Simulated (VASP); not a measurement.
Input of a VASP 6.6.1 run:

File INCAR:

```
PREC = Accurate
ENCUT = 420
EDIFF = 1E-6
ISMEAR = 0
SIGMA = 0.1
LREAL = False
LASPH = True
NELM = 120
ALGO = Normal
ISIF = 2
LWAVE = False
LCHARG = True
LDIPOL = True
IDIPOL = 3
DIPOL = 0.5 0.5 0.286
GGA = PE
LELF = True
LVHAR = True
LVACPOTAV = True
NBANDS = 23
GGA_COMPAT = False
NELMDL = -8
```

File KPOINTS:

```
regular mesh
0
Gamma
  22 22 1
```

Contents of POSCAR:

```
Ru
1.0
    2.6480981402      0.0000000000      0.0000000000
   -1.3240490701      3.5280524552      0.0000000000
    0.0000000000      0.0000000000     26.2434614601
Ru
2
Direct
    0.6310015749      0.2620031498      0.2626008508
    0.3689984251      0.7379968502      0.3089700917
```

Potentials or basis: VASP PAW PBE potentials, release 64 (Ru_sv).

Run with:

```sh
$ cat potpaw_PBE.64/Ru_sv/POTCAR > POTCAR
$ mpirun -np 1 vasp_std > vasp.out
```

(1) Predict the band gap on the k mesh.

(2) What does it give for the largest force?

Answers

(1) zero (bands 16 and 17 overlap by 1.07 eV).

(2) 0.018 eV/Å.
